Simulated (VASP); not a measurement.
Here is a VASP 6.6.1 calculation.

The input INCAR:

```
PREC = Accurate ; ENCUT = 600
EDIFF = 1E-7 ; ISMEAR = 0
SIGMA = 0.1 ; LREAL = False
LASPH = True ; NELM = 60
ALGO = Normal ; ISIF = 3
LWAVE = False ; LCHARG = False
GGA = PS ; IBRION = 2
NSW = 100 ; EDIFFG = -0.015
```

File KPOINTS:

```
Automatic mesh
0
Gamma
  10 6 4
```

File POSCAR:

```
Be
1.0
    0.0433952439      0.0061401170     -2.1861745692
    1.8537541175     -3.0684801306     -0.0267201159
   -5.2982179014     -2.9166113459      0.1148570661
Be
6
Direct
   -0.0295836206      0.4960620118      0.5409491485
    0.0065600892      0.9874975431      1.0092580560
    0.4464630486      0.5137170589      0.8107302290
    0.5193770073     -0.0242261011      0.3119804811
    0.5635103300     -0.0076262767      0.6460242419
    0.4936731456      0.5345757640      0.1810578434
```

Potentials or basis: VASP PAW PBE potentials, release 64 (Be).

Command:

```bash
$ cat potpaw_PBE.64/Be/POTCAR > POTCAR
$ mpirun -np 1 vasp_std > vasp.out
```

Q: Predict the band gap on the k mesh.

A: Zero (bands 6 and 7 overlap by 1.32 eV).

Q: Estimate the relaxed volume.

A: 7.87 Å³/atom.

Q: Predict the space group after relaxing (to 0.1 Å).

A: P6_3/mmc (No. 194).

Q: What does it give for the relaxed cell?

A: a = 2.274 Å, b = 3.546 Å, c = 5.957 Å, α = 89.99°, β = 79.41°, γ = 90.00°.

Forces on the atoms (eV/Å):
```
Be  -0.006  0.001 -0.011
Be   0.005  0.000  0.006
Be   0.002  0.004 -0.006
Be   0.003  0.000  0.002
Be   0.000 -0.001 -0.002
Be  -0.003 -0.004  0.011
```

Caveat: the PAW data sets were made with another functional, which shifts forces and pressure a little.
